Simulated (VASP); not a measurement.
Wanted: the native input for a VASP 6.6.1 run.

| Item | Value |
| --- | --- |
| Task | single point |
| Functional | PBEsol |
| Potentials or basis | VASP PAW PBE potentials, release 64 (Pb_d, O) |
| Cutoff | 520 eV |
| k mesh | 8 × 8 × 6 |
| Occupations | gaussian, width 0.05 eV |
| Spin | no spin polarisation |
| Dipole correction | no |
| Further INCAR settings | ALGO = Normal; EDIFF = 1e-06; NBANDS = 28 |

The structure of PbO lies in POSCAR:

```
PbO
1.0
    4.0936320000      0.0000000000      0.0000000000
    0.0000000000      3.8551680000      0.0000000000
    0.0000000000      0.0000000000      5.0220000000
Pb O
2 2
Direct
    0.0000000000      0.5000000000      0.2351000000
    0.5000000000      0.0000000000      0.7649000000
    0.0000000000      0.0000000000      0.0000000000
    0.5000000000      0.5000000000      0.0000000000
```

This cell differs from its parent crystal: strain +0.0300 x Voigt [1, -1, 0, 0, 0, 0].

One way to write it, as run:

INCAR

```
PREC = Accurate ; ENCUT = 520
EDIFF = 1E-6 ; ISMEAR = 0
SIGMA = 0.05 ; LREAL = F
LASPH = T ; NELM = 100
ALGO = Normal ; ISIF = 2
LWAVE = F ; LCHARG = T
GGA = PS ; LELF = T
LVHAR = T ; NBANDS = 28
```

KPOINTS

```
Automatic mesh
0
Gamma
  8 8 6
```

Potentials or basis: VASP PAW PBE potentials, release 64 (Pb_d, O).

Run with:

```console
$ cat potpaw_PBE.64/Pb_d/POTCAR potpaw_PBE.64/O/POTCAR > POTCAR
$ mpirun -np 1 vasp_std > vasp.out
```

It gave:

```json
{"Pressure": "1.4 GPa", "Largest force": "0.484 eV/Å", "Band gap on the k mesh": "1.16 eV, indirect (least direct gap 2.26 eV)"}
```

Caveat: the cell differs from its parent crystal (strain +0.0300 x Voigt [1, -1, 0, 0, 0, 0]); the PAW data sets were made with another functional, which shifts forces and pressure a little; spin-orbit coupling is left out, which moves the levels of the heavy elements.

Run time: 100 s on 1 thread of AMD EPYC 9R45 96-Core Processor (Zen 5), with other jobs on the host, peak memory 0.28 GiB.
